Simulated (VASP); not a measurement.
# Ag4O in VASP: notebook, part 2 of 2

VASP 6.6.1. Earlier steps stand in the parts before.

## 4. Single point, PBEsol

INCAR reads:

```
SYSTEM = Ag4O
ALGO = Fast ; DIPOL = 0.5 0.5 0.500
EDIFF = 1E-7 ; ENCUT = 520
GGA = PS ; IDIPOL = 3
ISIF = 2 ; ISMEAR = 0
LASPH = .TRUE. ; LCHARG = .TRUE.
LDIPOL = .TRUE. ; LELF = .TRUE.
LREAL = .FALSE. ; LVACPOTAV = .TRUE.
LVHAR = .TRUE. ; LWAVE = .FALSE.
NBANDS = 33 ; NELM = 80
PREC = Accurate ; SIGMA = 0.1
```

KPOINTS reads:

```
k-points
0
G
  10 10 1
  0 0 0
```

POSCAR reads:

```
Ag4O
1.0
    2.8669036825      0.0000000000      0.0000000000
    0.0000000000      2.8669036825      0.0000000000
    0.0000000000      0.0000000000     25.0816211046
Ag O
4 1
Direct
    0.5000000000      0.5000000000      0.3388935654
    0.0000000000      0.0000000000      0.4197179677
    0.5000000000      0.5000000000      0.5008162760
    0.0000000000      0.0000000000      0.5799214924
    0.3333333333      0.3333333333      0.6605656834
```

Potentials or basis: VASP PAW PBE potentials, release 64 (Ag, O).

The run is started by

```console
> cat potpaw_PBE.64/Ag/POTCAR potpaw_PBE.64/O/POTCAR > POTCAR
> mpirun -np 1 vasp_std > vasp.out
```

OUTCAR:

```text
SYSTEM = Ag4O
   EDIFF = 1E-7
   ENCUT = 520
   GGA = PS
   ISIF = 2
   ISMEAR = 0
   LASPH = .TRUE.
   LREAL = .FALSE.
   NELM = 80
   PREC = Accurate

 ion  position               nearest neighbor table
   1  0.500  0.500  0.339-   2 2.87   2 2.87   2 2.87   2 2.87
   2  0.000  0.000  0.420-   1 2.87   1 2.87   1 2.87   1 2.87   3 2.87   3 2.87   3 2.87   3 2.87

   3  0.500  0.500  0.501-   4 2.84   4 2.84   4 2.84   4 2.84   2 2.87   2 2.87   2 2.87   2 2.87

   4  0.000  0.000  0.580-   5 2.43   3 2.84   3 2.84   3 2.84   3 2.84
   5  0.333  0.333  0.661-   4 2.43

  LATTYP: Found a simple tetragonal cell.
 ALAT       =     2.8669036825
 C/A-ratio  =     8.7486793706

  Lattice vectors:

 A1 = (   2.8669036825,   0.0000000000,   0.0000000000)
 A2 = (   0.0000000000,   2.8669036825,   0.0000000000)
 A3 = (   0.0000000000,   0.0000000000,  25.0816211046)

Analysis of symmetry for initial positions (statically):
=====================================================================
 Subroutine PRICEL returns:
 Original cell was already a primitive cell.

[... 184 lines left out ...]
 cond. band min:      -1.7004404627   @ k =  -0.1000   0.2000   0.0000
 fundamental gap:      0.0703719327
 Fermi energy:        -1.7111860421

 k-point     1 :       0.0000    0.0000    0.0000
  band No.  band energies     occupation
      1     -17.4816      2.00000
      2      -9.0311      2.00000
      3      -7.9934      2.00000
      4      -7.8235      2.00000
      5      -7.5838      2.00000
      6      -7.2700      2.00000
[... 853 lines left out ...]
     32       6.1447      0.00000
     33      10.3667      0.00000

 [... further k-points ...]

------------------------ aborting loop because EDIFF is reached ----------------------------------------

  FORCE on cell =-STRESS in cart. coord.  units (eV):
  Direction    XX          YY          ZZ          XY          YZ          ZX
  --------------------------------------------------------------------------------------
  -------------------------------------------------------------------------------------
  Total       -3.3088219     -3.3088219     -4.0362620      0.0512819     -0.4113558     -0.4113554
  in kB      -25.7159256    -25.7159256    -31.3695378      0.3985591     -3.1970280     -3.1970249
  external PRESSURE =     -27.6004630 kB  Pullay stress =       0.0000000 kB

 VOLUME and BASIS-vectors are now :
 -----------------------------------------------------------------------------
  energy-cutoff  :      520.00
  volume of cell :      206.15
      direct lattice vectors                 reciprocal lattice vectors
     2.866903682  0.000000000  0.000000000     0.348808370  0.000000000  0.000000000
     0.000000000  2.866903682  0.000000000     0.000000000  0.348808370  0.000000000
     0.000000000  0.000000000 25.081621105     0.000000000  0.000000000  0.039869831

 POSITION                                       TOTAL-FORCE (eV/Angst)
 -----------------------------------------------------------------------------------
      1.43345      1.43345      8.50000        -0.000213     -0.000213      0.153999
      0.00000      0.00000     10.52721         0.000050      0.000050     -0.104280
      1.43345      1.43345     12.56128         0.014042      0.014042     -0.041811
      0.00000      0.00000     14.54537         0.176163      0.176163      1.751050
      0.95563      0.95563     16.56806        -0.190042     -0.190042     -1.758958
 -----------------------------------------------------------------------------------
    total drift:                                0.000190      0.000190     -0.000726

  FREE ENERGIE OF THE ION-ELECTRON SYSTEM (eV)
  ---------------------------------------------------
  free  energy   TOTEN  =       -15.1814028200 eV

  energy  without entropy=      -15.1660203644  energy(sigma->0) =      -15.17371159

 vacuum level on the upper side and lower side of the slab         7.568         2.731
```

It took 13 min on 1 thread of Oxide Virtual Turin-like, shared host; peak memory 0.4 GiB.

What came out:

```yaml
Free_energy: -15.1814 eV
Largest_force: 1.779 eV/Å
Band_gap_on_the_k_mesh: zero (bands 25 and 26 overlap by 2.89 eV)
```

Forces on the atoms (eV/Å):
```
Ag   0.000  0.000  0.154
Ag   0.000  0.000 -0.104
Ag   0.014  0.014 -0.042
Ag   0.176  0.176  1.751
O   -0.190 -0.190 -1.759
```

Caveat: the PAW data sets were made with another functional, which shifts forces and pressure a little.

## 5. Single point, PBEsol

INCAR reads:

```
  PREC = Accurate
  ENCUT = 520
  EDIFF = 1E-6
  ISMEAR = 0
  SIGMA = 0.1
  LREAL = False
  LASPH = True
  NELM = 80
  ALGO = Fast
  ISIF = 2
  LWAVE = False
  LCHARG = False
  LDIPOL = True
  IDIPOL = 3
  DIPOL = 0.5 0.5 0.504
  GGA = PS
  NBANDS = 33
```

KPOINTS reads:

```
Automatic mesh
0
Gamma
  10 10 1
```

POSCAR: that of step 4 with these lines changed.

```diff
@@ -12,2 +12,2 @@
     0.0000000000      0.0000000000      0.5799214924
-    0.3333333333      0.3333333333      0.6605656834
+    0.3333333333      0.3333333333      0.6805005990
```

The run is started by

```console
> cat potpaw_PBE.64/Ag/POTCAR potpaw_PBE.64/O/POTCAR > POTCAR
> mpirun -np 1 vasp_std > vasp.out
```

It took 12 min on 1 thread of Oxide Virtual Turin-like, shared host; peak memory 0.39 GiB.

It converged, with:

| Quantity | Value |
| --- | --- |
| Free energy | -14.3783 eV |
| Largest force | 1.392 eV/Å |
| Band gap on the k mesh | zero (bands 25 and 26 overlap by 2.86 eV) |

Forces on the atoms (eV/Å):
```
Ag   0.000  0.000  0.158
Ag   0.000  0.000 -0.126
Ag   0.006  0.006 -0.023
Ag   0.122  0.122  1.370
O   -0.128 -0.128 -1.380
```

Levels at points of the mesh, in eV from the Fermi level:
```tsv
k point	band 22	band 23	band 24	band 25	band 26	band 27	band 28	band 29
(0.00, 0.00, 0.00)	-2.60	-2.59	-2.46	-0.96	0.39	0.39	0.62	3.26
(0.50, 0.00, 0.00)	-1.51	-0.58	-0.40	-0.26	0.14	0.56	1.04	3.02
(0.50, 0.50, 0.00)	-0.99	-0.98	0.00	2.56	2.57	4.70	4.72	7.04
```

Caveat: the PAW data sets were made with another functional, which shifts forces and pressure a little.

## 6. Summary

```csv
cell,further INCAR settings,gap on the mesh (eV),largest force (eV/Å)
"as given, atomic positions A",ALGO = Fast; EDIFF = 1e-06; NBANDS = 33,none,1.41
"as given, atomic positions B",ALGO = Fast; EDIFF = 1e-06; NBANDS = 33,none,8.07
"as given, atomic positions C",ALGO = Fast; EDIFF = 1e-07; NBANDS = 33,none,1.78
"as given, atomic positions D",ALGO = Fast; EDIFF = 1e-06; NBANDS = 33,none,1.39
```

Alike in all rows: task single point; level PBEsol; potentials or basis VASP PAW PBE potentials, release 64 (Ag, O); no spin polarisation; k mesh 10 × 10 × 1; cutoff (eV) 520; smearing gaussian 0.1 eV.

Caveats: the PAW data sets were made with another functional, which shifts forces and pressure a little.

Total energies depend on the potentials used, so only differences within one code and one set of settings carry meaning.

The gap in the log of VASP goes by the Fermi energy; the results here count the filled bands.